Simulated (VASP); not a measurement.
Here is a VASP 6.6.1 calculation.

INCAR

```
SYSTEM = TiAl
ALGO = Fast
EDIFF = 1E-6
ENCUT = 520
GGA = PS
ISIF = 2
ISMEAR = 0
LASPH = .TRUE.
LCHARG = .FALSE.
LREAL = .FALSE.
LWAVE = .FALSE.
NBANDS = 14
NELM = 80
PREC = Accurate
SIGMA = 0.15
```

File KPOINTS:

```
k-points
0
G
  18 18 10
  0 0 0
```

The input POSCAR:

```
TiAl
1.0
    2.8191000000      0.0000000000      0.0000000000
   -1.4095500000      2.4414122158      0.0000000000
    0.0000000000      0.0000000000      4.3728000000
Ti Al
1 1
Direct
    0.0000000000      0.0000000000      0.0000000000
    0.3333333333      0.6666666667      0.5000000000
```

Potentials or basis: VASP PAW PBE potentials, release 64 (Ti_sv, Al).

Run with:

```sh
$ cat potpaw_PBE.64/Ti_sv/POTCAR potpaw_PBE.64/Al/POTCAR > POTCAR
$ mpirun -np 1 vasp_std > vasp.out
```

(1) What does it give for the band gap on the k mesh?

(2) Estimate the pressure.

Results:

(1) zero (an odd number of electrons rules out a gap without spin polarisation).

(2) 10.7 GPa.

Caveat: the stress differs along the axes, from 8 to 17 GPa; the PAW data sets were made with another functional, which shifts forces and pressure a little.
